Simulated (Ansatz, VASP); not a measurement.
## One calculation of Sr, two programs

INCAR

```
PREC     = Accurate       # precision mode
ENCUT    = 520            # plane-wave cutoff, eV
EDIFF    = 1E-6           # SCF threshold, eV
ISMEAR   = 0              # smearing method
SIGMA    = 0.1            # smearing width, eV
LREAL    = F              # projectors in reciprocal space
LASPH    = T              # aspherical terms in the spheres
NELM     = 100            # most SCF steps
ALGO     = Fast           # electronic algorithm
ISIF     = 2              # what is computed and relaxed
LWAVE    = F              # write WAVECAR
LCHARG   = T              # write CHGCAR
GGA      = PE             # functional
LELF     = T              # ELF
LVHAR    = T            
NBANDS   = 28             # bands
```

KPOINTS

```
regular mesh
0
Gamma
  8 8 12
```

Contents of POSCAR:

```
Sr
1.0
    5.9326315222      0.0000000000      0.0000000000
    0.0000000000      5.9326315222      0.0000000000
    0.0000000000      0.0000000000      3.6121338393
Sr
4
Direct
    0.2974080000      0.2974080000      0.0000000000
    0.7025920000      0.7025920000      0.0000000000
    0.2025920000      0.7974080000      0.5000000000
    0.7974080000      0.2025920000      0.5000000000
```

Input for Ansatz:

```yaml
crystal:
  lattice:
    - [5.9326315222, 0.0, 0.0]
    - [0.0, 5.9326315222, 0.0]
    - [0.0, 0.0, 3.6121338393]
  atoms:
    - { symbol: Sr, position: [0.297408, 0.297408, 0.0] }
    - { symbol: Sr, position: [0.702592, 0.702592, 0.0] }
    - { symbol: Sr, position: [0.202592, 0.797408, 0.5] }
    - { symbol: Sr, position: [0.797408, 0.202592, 0.5] }
basis:
  ecutwfc: 420
kpoints:
  mp_grid: { grid: [8, 8, 12] }
hamiltonian:
  xc: pbe
scf:
  occupations: { method: gaussian, width: 0.1 }
output:
  forces: true
  stress: true
  eigenvalues: true
  write_density: true
  write_potential: true
  elf: true
  volumetric_format: npy
```

Alike in both runs: task single point; functional PBE; k mesh 8 × 8 × 12; occupations gaussian, width 0.1 eV; no spin polarisation.

|  | VASP | Ansatz |
| --- | --- | --- |
| version | VASP 6.6.1 | Ansatz 0.2.0 |
| potentials or method | VASP PAW PBE potentials, release 64 (Sr_sv), cutoff 520 eV | scalar-relativistic, plane waves, PAW |
| valence electrons in the cell | 40 | 40 |

|  | VASP | Ansatz | Ansatz less VASP |
| --- | --- | --- | --- |
| gap on the k mesh at the Fermi level (eV) | none | none | - |
| pressure (GPa) | 14.4 | 14.3 | -0.10 |
| traceless stress, the component that is largest in VASP (GPa) | 0.19 | 0.18 | -0.003 |
| rms of the force components (eV/Å) | 0.157 | 0.157 | -0.0005 |

Atom by atom the forces differ by 0.001 eV/Å (rms over components). A gap of «none» marks a metal or a gap that the smearing closes.
